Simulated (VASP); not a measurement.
# BaS (I-4m2) in VASP: a series of runs

Runs on BaS. Level: HSE06. Tasks: single point.

Program: VASP 6.6.1. These are calculated values, not measurements. Logs are shortened: lines on timing, memory, paths and dates and some standing lists are left out, and cuts for length are marked.

### 1 The cell of the first run

It takes space group I-4m2 (No. 119, tetragonal). Conventional cell: a = 4.977 Å, b = 4.977 Å, c = 6.681 Å, α = 90.00°, β = 90.00°, γ = 90.00°. Within 3.9 Å of Ba (site symmetry -4m2) lie 4 S at 3.00 Å. Within 3.9 Å of S (site symmetry -4m2) lie 4 Ba at 3.00 Å.

### 2 Single point, HSE06 (uniaxial x strain -5.1%)

Contents of POSCAR:

```
BaS
1.0
    0.0000000000      3.5194117709      3.5194117709
    3.3402737118      0.0000000000      3.5194117709
    3.3402737118      3.5194117709      0.0000000000
Ba S
1 1
Direct
    0.0000000000      0.0000000000      0.0000000000
    0.2500000000      0.2500000000      0.2500000000
```

Contents of INCAR.step1:

```
SYSTEM = BaS
ALGO     = Normal         ! electronic algorithm
EDIFF    = 1E-5           ! SCF threshold, eV
ENCUT    = 520            ! plane-wave cutoff, eV
GGA      = PE             ! functional
ISIF     = 2              ! what is computed and relaxed
ISMEAR   = 0              ! smearing method
LASPH    = .TRUE.         ! aspherical terms in the spheres
LREAL    = .FALSE.        ! projectors in reciprocal space
LWAVE    = .TRUE.         ! write WAVECAR
NBANDS   = 15             ! bands
NELM     = 80             ! most SCF steps
PREC     = Accurate       ! precision mode
SIGMA    = 0.01           ! smearing width, eV
```

Contents of INCAR.step2:

```
SYSTEM = BaS
ALGO     = Normal         ! electronic algorithm
EDIFF    = 1E-6           ! SCF threshold, eV
ENCUT    = 520            ! plane-wave cutoff, eV
GGA      = PE             ! functional
HFSCREEN = 0.2079         ! screening, 1/A
ISIF     = 2              ! what is computed and relaxed
ISMEAR   = 0              ! smearing method
ISTART   = 1            
LASPH    = .TRUE.         ! aspherical terms in the spheres
LCHARG   = .TRUE.         ! write CHGCAR
LELF     = .TRUE.         ! ELF
LHFCALC  = .TRUE.         ! exact exchange
LREAL    = .FALSE.        ! projectors in reciprocal space
LVHAR    = .TRUE.       
LWAVE    = .FALSE.        ! write WAVECAR
NBANDS   = 15             ! bands
NELM     = 80             ! most SCF steps
PREC     = Accurate       ! precision mode
PRECFOCK = Normal       
SIGMA    = 0.01           ! smearing width, eV
```

Contents of KPOINTS:

```
k-points
0
G
  4 4 4
  0 0 0
```

Potentials or basis: VASP PAW PBE potentials, release 64 (Ba_sv, S).

On the command line:

```bash
cat potpaw_PBE.64/Ba_sv/POTCAR potpaw_PBE.64/S/POTCAR > POTCAR
cp INCAR.step1 INCAR
mpirun -np 1 vasp_std > vasp.out
cp INCAR.step2 INCAR
mpirun -np 1 vasp_std > vasp.out
```

OUTCAR:

```text
SYSTEM = BaS
   EDIFF = 1E-6
   ENCUT = 520
   GGA = PE
   HFSCREEN = 0.2079
   ISIF = 2
   ISMEAR = 0
   ISTART = 1
   LASPH = .TRUE.
   LHFCALC = .TRUE.
   LREAL = .FALSE.
   NELM = 80
   PREC = Accurate
   PRECFOCK = Normal

 ion  position               nearest neighbor table
   1  0.000  0.000  0.000-   2 3.00   2 3.00   2 3.00   2 3.00
   2  0.250  0.250  0.250-   1 3.00   1 3.00   1 3.00   1 3.00

  LATTYP: Found a body centered tetragonal cell.
 ALAT       =     4.9771998580
 C/A-ratio  =     1.3422300921

  Lattice vectors:

 A1 = (  -3.3402737118,   0.0000000000,  -3.5194117709)
 A2 = (  -3.3402737118,   0.0000000000,   3.5194117709)
 A3 = (   3.3402737118,   3.5194117709,   0.0000000000)

Analysis of symmetry for initial positions (statically):
=====================================================================
 Subroutine PRICEL returns:
 Original cell was already a primitive cell.

 Routine SETGRP: Setting up the symmetry group for a
 body centered tetragonal supercell.

 Subroutine GETGRP returns: Found  8 space group operations
 (whereof  8 operations were pure point group operations)
 out of a pool of 16 trial point group operations.

The static configuration has the point symmetry D_2d.

Analysis of symmetry for dynamics (positions and initial velocities):
=====================================================================
 Subroutine PRICEL returns:
 Original cell was already a primitive cell.

 Routine SETGRP: Setting up the symmetry group for a
 body centered tetragonal supercell.

 Subroutine GETGRP returns: Found  8 space group operations
 (whereof  8 operations were pure point group operations)
 out of a pool of 16 trial point group operations.

The dynamic configuration has the point symmetry D_2d.

 Subroutine INISYM returns: Found  8 space group operations
 (whereof  8 operations are pure point group operations),
 and found     1 'primitive' translations

----------------------------------------------------------------------------------------

                                     Primitive cell

  volume of cell :      82.7470

  direct lattice vectors                    reciprocal lattice vectors
     0.000000000  3.519411771  3.519411771    -0.149688332  0.142069196  0.142069196
     3.340273712  0.000000000  3.519411771     0.149688332 -0.142069196  0.142069196
     3.340273712  3.519411771  0.000000000     0.149688332  0.142069196 -0.142069196

  length of vectors
     4.977199858  4.852183806  4.852183806     0.250547220  0.250547220  0.250547220

  position of ions in fractional coordinates (direct lattice)
     0.000000000  0.000000000  0.000000000
     0.250000000  0.250000000  0.250000000

  ion indices of the primitive-cell ions
   primitive index   ion index
                 1           1
                 2           2

----------------------------------------------------------------------------------------

 KPOINTS: k-points

Automatic generation of k-mesh.
 Grid dimensions read from file:
 generate k-points for:    4    4    4

 Generating k-lattice:

  Cartesian coordinates                     Fractional coordinates (reciprocal lattice)
    -0.037422083  0.035517299  0.035517299     0.250000000 -0.000000000 -0.000000000
     0.037422083 -0.035517299  0.035517299     0.000000000  0.250000000  0.000000000
     0.037422083  0.035517299 -0.035517299     0.000000000  0.000000000  0.250000000

  Length of vectors
     0.062636805  0.062636805  0.062636805

  Shift w.r.t. Gamma in fractional coordinates (k-lattice)
     0.000000000  0.000000000  0.000000000

 Subroutine IBZKPT returns following result:
 ===========================================

 Found     13 irreducible k-points:

 Following reciprocal coordinates:
            Coordinates               Weight
  0.000000  0.000000  0.000000      1.000000
  0.250000  0.000000  0.000000      8.000000
  0.500000  0.000000  0.000000      4.000000
  0.250000  0.250000  0.000000      4.000000
  0.500000  0.250000  0.000000     16.000000
 -0.250000  0.250000  0.000000      8.000000
  0.500000  0.500000  0.000000      2.000000
  0.000000  0.250000  0.250000      2.000000
  0.500000  0.250000  0.250000      4.000000
 -0.250000  0.250000  0.250000      8.000000
 -0.250000  0.500000  0.250000      4.000000
  0.500000 -0.250000  0.250000      2.000000
  0.000000  0.500000  0.500000      1.000000
   k-points           NKPTS =     13   k-points in BZ     NKDIM =     64   number of bands    NBANDS=     15
   number of dos      NEDOS =    301   number of ions     NIONS =      2
   total plane-waves  NPLWV =  51840
   dimension x,y,z NGX =    40 NGY =   36 NGZ =   36
   dimension x,y,z NGXF=    80 NGYF=   72 NGZF=   72
   ions per type =               1   1
   NGX,Y,Z   is equivalent  to a cutoff of  13.36, 12.33, 12.33 a.u.
   NGXF,Y,Z  is equivalent  to a cutoff of  26.72, 24.67, 24.67 a.u.
 SYSTEM =  BaS
   PREC   = accura    normal or accurate (medium, high low for compatibility)
   ISTART =      1    job   : 0-new  1-cont  2-samecut
   ICHARG =      0    charge: 1-file 2-atom 10-const
   ISPIN  =      1    spin polarized calculation?
   LNONCOLLINEAR =      F non collinear calculations
   LSORBIT =      F    spin-orbit coupling
   LASPH  =      T    aspherical Exc in radial PAW
   ENCUT  =  520.0 eV  38.22 Ry    6.18 a.u.   9.25  9.02  9.02*2*pi/ulx,y,z
   NELM   =     80;   NELMIN=  2; NELMDL=  0     # of ELM steps
   EDIFF  = 0.1E-05   stopping-criterion for ELM
   LREAL  =      F    real-space projection
   EDIFFG = 0.1E-04   stopping-criterion for IOM
   NSW    =      0    number of steps for IOM
   IBRION =     -1    ionic relax: 0-MD 1-quasi-New 2-CG
   NFREE  =      0    steps in history (QN), initial steepest desc. (CG)
   ISIF   =      2    stress and relaxation
   ISYM   =      3    0-nonsym 1-usesym 2-fastsym
   POTIM  = 0.5000    time-step for ionic-motion
   TEBEG  =    0.0;   TEEND  =   0.0 temperature during run
   PSTRESS=    0.0 pullay stress
   NELECT =      16.0000    total number of electrons
   NUPDOWN=      -1.0000    fix difference up-down
   EMIN   =  10.00;   EMAX   =-10.00  energy-range for DOS
   EFERMI =   0.00;   METHOD = LEGACY
   ISMEAR =     0;   SIGMA  =   0.01  broadening in eV -4-tet -1-fermi 0-gaus
   EFERMI_NEDOS =   21; number of points for ismear=-14 and -15
   IALGO  =     38    algorithm
   IMIX   =      1    mixing-type and parameters
     AMIX     =   0.40;   BMIX     =  1.00
     AMIX_MAG =   1.60;   BMIX_MAG =  1.00
  volume/ion in A,a.u.               =      41.37       279.20
  Fermi-wavevector in a.u.,A,eV,Ry     =   0.946667  1.788942 12.193258  0.896179
  Thomas-Fermi vector in A             =   2.074687
   LORBIT       =      0    0 simple, 1 ext, 2 COOP (PROOUT), +10 PAW based schemes
   GGA     = PE    functional components
   LHFCALC =     T    Hartree Fock is set to
   PRECFOCK=normal    Normal, Fast or Accurate (Low or Medium for compatibility)
   ENCUT4O =  -1.0   cutoff for four orbital integrals eV
   NKREDX  =     1    reduce k-point grid by
   NKREDY  =     1    reduce k-point grid by
   NKREDZ  =     1    reduce k-point grid by
   AEXX    =    0.2500 exact exchange contribution
   HFSCREEN=    0.2079 screening length (either q_TF or 0.3 A-1)
   HFSCREENC=   0.2079 screening length for correlation (either q_TF or 0.3 A-1)
   ENCUTFOCK=  -1.0 apply spherical cutoff to Coloumb kernel
   IVDW    =     0    specifies the selected vdW correction
   LEPSILON=     F    determine dielectric tensor
   LRPA    =     F    only Hartree local field effects (RPA)
 non-spin polarized calculation
 Gauss-broadening in eV      SIGMA  =   0.01
  energy-cutoff  :      520.00
  volume of cell :       82.75
 maximum number of plane-waves:      2280
 NGX is ok and might be reduce to    40
  NGX = 28; NGY = 28; NGZ = 28

 number of electron      15.9999999 magnetization

 Free energy of the ion-electron system (eV)
  ---------------------------------------------------
  ext. energy  EPLUGINS =         0.00000000
  ---------------------------------------------------
  free energy    TOTEN  =       -11.01808855 eV

  energy without entropy =      -11.01808855  energy(sigma->0) =      -11.01808855

 E-fermi :  -0.5173     XC(G=0):  -6.1986

 val. band max:       -0.5755847857   @ k =   0.5000  -0.2500   0.2500
 cond. band min:       3.1092515089   @ k =   0.0000   0.0000   0.0000
 fundamental gap:      3.6848362946
 Fermi energy:        -0.5172583461

 k-point     1 :       0.0000    0.0000    0.0000
  band No.  band energies     occupation
      1     -28.2907      2.00000
      2     -12.4321      2.00000
      3     -12.4303      2.00000
      4     -12.4303      2.00000
      5     -11.6452      2.00000
      6      -1.4360      2.00000
      7      -1.4360      2.00000
      8      -1.4137      2.00000
      9       3.1093      0.00000
     10       5.4250      0.00000
     11       5.8338      0.00000
     12       7.5343      0.00000
     13       7.5343      0.00000
     14       7.9942      0.00000
     15      10.7810      0.00000

 k-point     2 :       0.2500    0.0000    0.0000
  band No.  band energies     occupation
      1     -28.2793      2.00000
      2     -13.0735      2.00000
      3     -12.4641      2.00000
      4     -12.4558      2.00000
      5     -10.9968      2.00000
      6      -1.4800      2.00000
      7      -1.2870      2.00000
      8      -1.2382      2.00000
      9       4.2509      0.00000
     10       5.2399      0.00000
     11       5.4589      0.00000
     12       7.1130      0.00000
     13       8.1937      0.00000
     14       8.2290      0.00000
     15       8.5253      0.00000
[... 167 lines left out ...]
      3     -12.6141      2.00000
      4     -12.5868      2.00000
      5     -10.3102      2.00000
      6      -1.2830      2.00000
      7      -1.2454      2.00000
      8      -0.5756      2.00000
      9       3.7046      0.00000
     10       4.6813      0.00000
     11       6.4605      0.00000
     12       7.0564      0.00000
     13       8.4771      0.00000
     14       9.3218      0.00000
     15       9.3700      0.00000

 k-point    13 :       0.0000    0.5000    0.5000
  band No.  band energies     occupation
      1     -28.2579      2.00000
      2     -13.5234      2.00000
      3     -12.5883      2.00000
      4     -12.5883      2.00000
      5     -10.4473      2.00000
      6      -1.8540      2.00000
      7      -0.6494      2.00000
      8      -0.6494      2.00000
      9       3.8815      0.00000
     10       5.0856      0.00000
     11       7.0480      0.00000
     12       7.0480      0.00000
     13       7.1539      0.00000
     14       9.7296      0.00000
     15      10.1690      0.00000

------------------------ aborting loop because EDIFF is reached ----------------------------------------

  FORCE on cell =-STRESS in cart. coord.  units (eV):
  Direction    XX          YY          ZZ          XY          YZ          ZX
  --------------------------------------------------------------------------------------
  -------------------------------------------------------------------------------------
  Total        0.9212812      0.9441640      0.9441640      0.0000000      0.0000000      0.0000000
  in kB       17.8381820     18.2812464     18.2812464      0.0000000      0.0000000      0.0000000
  external PRESSURE =      18.1335583 kB  Pullay stress =       0.0000000 kB

 VOLUME and BASIS-vectors are now :
 -----------------------------------------------------------------------------
  energy-cutoff  :      520.00
  volume of cell :       82.75
      direct lattice vectors                 reciprocal lattice vectors
     0.000000000  3.519411771  3.519411771    -0.149688332  0.142069196  0.142069196
     3.340273712  0.000000000  3.519411771     0.149688332 -0.142069196  0.142069196
     3.340273712  3.519411771  0.000000000     0.149688332  0.142069196 -0.142069196

 POSITION                                       TOTAL-FORCE (eV/Angst)
 -----------------------------------------------------------------------------------
      0.00000      0.00000      0.00000        -0.000000     -0.000000     -0.000000
      1.67014      1.75971      1.75971         0.000000      0.000000      0.000000
 -----------------------------------------------------------------------------------
    total drift:                                0.000005      0.000000     -0.000000

  FREE ENERGIE OF THE ION-ELECTRON SYSTEM (eV)
  ---------------------------------------------------
  free  energy   TOTEN  =       -11.0180885488 eV

  energy  without entropy=      -11.0180885488  energy(sigma->0) =      -11.01808855
```

It took 6.2 min on 1 thread of Intel Xeon 6975P-C (Granite Rapids), shared host; peak memory 0.33 GiB.

What came out:

- Free energy: -11.0181 eV
- Pressure: 1.8 GPa
- Band gap on the k mesh: 3.68 eV (least direct gap 4.28 eV)

Caveat: the cell differs from its parent crystal (uniaxial x strain -5.1%); the PAW data sets were made with another functional, which shifts forces and pressure a little; spin-orbit coupling is left out, which moves the levels of the heavy elements. A k mesh can miss the band edges.

### 3 Single point, HSE06 (epitaxial xy strain +1.2%)

Contents of POSCAR:

```
BaS
1.0
    0.0000000000      3.5623485945      3.4352030453
    3.5623485945      0.0000000000      3.4352030453
    3.5623485945      3.5623485945      0.0000000000
Ba S
1 1
Direct
    0.0000000000      0.0000000000      0.0000000000
    0.2500000000      0.2500000000      0.2500000000
```

Contents of INCAR.step1:

```
SYSTEM = BaS
PREC = Accurate
ENCUT = 520
EDIFF = 1E-5
ISMEAR = 0
SIGMA = 0.01
LREAL = .FALSE.
LASPH = .TRUE.
NELM = 60
ALGO = Normal
ISIF = 2
LWAVE = .TRUE.
LCHARG = .FALSE.
GGA = PE
NBANDS = 15
```

Contents of INCAR.step2:

```
SYSTEM = BaS
PREC = Accurate
ENCUT = 520
EDIFF = 1E-6
ISMEAR = 0
SIGMA = 0.01
LREAL = .FALSE.
LASPH = .TRUE.
NELM = 60
ALGO = Normal
ISIF = 2
LWAVE = .FALSE.
LCHARG = .FALSE.
GGA = PE
LHFCALC = .TRUE.
HFSCREEN = 0.2079
PRECFOCK = Normal
ISTART = 1
NBANDS = 15
```

Contents of KPOINTS:

```
Automatic mesh
0
G
  4 4 4
  0 0 0
```

Potentials or basis: VASP PAW PBE potentials, release 64 (Ba_sv, S).

On the command line:

```bash
cat potpaw_PBE.64/Ba_sv/POTCAR potpaw_PBE.64/S/POTCAR > POTCAR
cp INCAR.step1 INCAR
mpirun -np 1 vasp_std > vasp.out
cp INCAR.step2 INCAR
mpirun -np 1 vasp_std > vasp.out
```

Wall time 7.7 min (1 thread of Intel Xeon 6975P-C (Granite Rapids), shared host); peak memory 0.36 GiB.

It converged, with:

| Item | Value |
| --- | --- |
| Free energy | -11.0448 eV |
| Pressure | 0.1 GPa |
| Band gap on the k mesh | 3.61 eV (least direct gap 4.29 eV) |

Stress tensor (GPa, compression positive):
```
0.10 0.00 0.00
0.00 0.10 0.00
0.00 0.00 0.20
```

Levels at points of the mesh, in eV from the valence-band top:
| k point | band 6 | band 7 | band 8 | band 9 | band 10 | band 11 |
| --- | --- | --- | --- | --- | --- | --- |
| (0.00, 0.00, 0.00) | -0.74 | -0.74 | -0.72 | 3.61 | 6.02 | 6.29 |
| (0.50, 0.00, 0.00) | -0.66 | -0.49 | -0.44 | 5.41 | 6.29 | 6.35 |
| (0.50, 0.50, 0.00) | -1.15 | -0.06 | -0.06 | 4.41 | 5.58 | 7.47 |
| (0.50, 0.00, 0.50) | -1.17 | -0.05 | -0.01 | 4.31 | 5.52 | 7.40 |

Caveat: the cell differs from its parent crystal (epitaxial xy strain +1.2%); the PAW data sets were made with another functional, which shifts forces and pressure a little; spin-orbit coupling is left out, which moves the levels of the heavy elements.
